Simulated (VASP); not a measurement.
Wanted: the native input for a VASP 6.6.1 run.

```yaml
Task: single point
Functional: PBE
Potentials_or_basis: VASP PAW PBE potentials, release 64 (C)
Cutoff: 520 eV
k_mesh: 12 × 12 × 12
Occupations: fermi-dirac, width 0.02 eV
Spin: no spin polarisation
Dipole_correction: no
Further_INCAR_settings: ALGO = Normal; EDIFF = 1e-06; NBANDS = 11
```

The structure of C lies in POSCAR:

```
C
1.0
    0.0000000000      1.7267204183      1.7267204183
    1.7267204183      0.0000000000      1.7267204183
    1.7267204183      1.7267204183      0.0000000000
C
2
Direct
    0.0000000000      0.0000000000      0.0000000000
    0.2500000000      0.2500000000      0.2500000000
```

This cell differs from its parent crystal: strain -3.0%.

The input as run:

INCAR

```
SYSTEM = C
PREC = Accurate
ENCUT = 520
EDIFF = 1E-6
ISMEAR = -1
SIGMA = 0.02
LREAL = .False.
LASPH = .True.
NELM = 60
ALGO = Normal
ISIF = 2
LWAVE = .False.
LCHARG = .False.
GGA = PE
NBANDS = 11
```

KPOINTS

```
regular mesh
0
Gamma
  12 12 12
  0 0 0
```

Potentials or basis: VASP PAW PBE potentials, release 64 (C).

Command:

```bash
$ cat potpaw_PBE.64/C/POTCAR > POTCAR
$ mpirun -np 1 vasp_std > vasp.out
```

Results of the run:

The pressure is 53.7 GPa. The band gap on the k mesh is 4.38 eV, indirect (least direct gap 5.86 eV).

Caveat: the cell differs from its parent crystal (strain -3.0%).

Wall time 14 s on 1 thread of AMD EPYC 7R13, on a shared host, peak memory 0.09 GiB.
